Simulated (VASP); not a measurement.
Set up this calculation in VASP 6.6.1, as the native input.

* Task: single point
* Functional: r2SCAN
* Potentials or basis: VASP PAW PBE potentials, release 64 (Ni)
* Cutoff: 520 eV
* k mesh: 17 × 17 × 17
* Occupations: fermi-dirac, width 0.05 eV
* Spin: collinear spin, ferromagnetic start
* Starting moments: [1.5] μB
* Dipole correction: no
* Further INCAR settings: ALGO = Normal; EDIFF = 1e-06; NBANDS = 15

Crystal: Ni.

```
Ni
1.0
     2.39581    0.00000    0.00000
    -0.79860    2.25879    0.00000
    -0.79860   -1.12940    1.95617
Ni
1
Direct
  0.00000 0.00000 0.00000
```

This isn't the form of Ni at room conditions, which is fcc.

These files were run (other wordings do the same):

POSCAR

```
Ni
1.0
    2.3958131177     -0.0000000133     -0.0000000230
   -0.7986043601      2.2587942738     -0.0000000230
   -0.7986043601     -1.1293971037      1.9561732422
Ni
1
Direct
    0.0000000000      0.0000000000      0.0000000000
```

INCAR.step1

```
ALGO     = Normal         # electronic algorithm
EDIFF    = 1E-4           # SCF threshold, eV
ENCUT    = 520            # plane-wave cutoff, eV
GGA      = PE             # functional
ISMEAR   = -1             # smearing method
ISPIN    = 2              # spin polarisation
LASPH    = T              # aspherical terms in the spheres
LCHARG   = F              # write CHGCAR
LMAXMIX  = 4              # l up to which the mixer works
LREAL    = F              # projectors in reciprocal space
LWAVE    = T              # write WAVECAR
MAGMOM   = 1.5            # initial moments
NBANDS   = 15             # bands
NELM     = 150            # most SCF steps
PREC     = Accurate       # precision mode
SIGMA    = 0.05           # smearing width, eV
```

INCAR.step2

```
ALGO     = Normal         # electronic algorithm
EDIFF    = 1E-6           # SCF threshold, eV
ENCUT    = 520            # plane-wave cutoff, eV
ISIF     = 2              # what is computed and relaxed
ISMEAR   = -1             # smearing method
ISPIN    = 2              # spin polarisation
ISTART   = 1            
LASPH    = T              # aspherical terms in the spheres
LCHARG   = F              # write CHGCAR
LMAXMIX  = 4              # l up to which the mixer works
LMIXTAU  = T            
LORBIT   = 11             # projections on sites
LREAL    = F              # projectors in reciprocal space
LWAVE    = F              # write WAVECAR
MAGMOM   = 1.5            # initial moments
METAGGA  = R2SCAN         # meta-GGA
NBANDS   = 15             # bands
NELM     = 150            # most SCF steps
PREC     = Accurate       # precision mode
SIGMA    = 0.05           # smearing width, eV
```

KPOINTS

```
k-points
0
Gamma
  17 17 17
```

Potentials or basis: VASP PAW PBE potentials, release 64 (Ni).

The run is started by

```sh
$ cat potpaw_PBE.64/Ni/POTCAR > POTCAR
$ cp INCAR.step1 INCAR
$ mpirun -np 1 vasp_std > vasp.out
$ cp INCAR.step2 INCAR
$ mpirun -np 1 vasp_std > vasp.out
```

Results of the run:

```
Pressure                                              : 0.4 GPa
Net moment                                            : 0.64 μB per cell
Site moments                                          : Ni +0.66 μB
Valence electrons inside the program's atomic spheres : Ni 9.40
```

Caveat: the PAW data sets were made with another functional, which shifts forces and pressure a little.

It took 81 s on 1 thread of Intel(R) Xeon(R) 6975P-C (Granite Rapids) (shared host), peak memory 0.16 GiB.
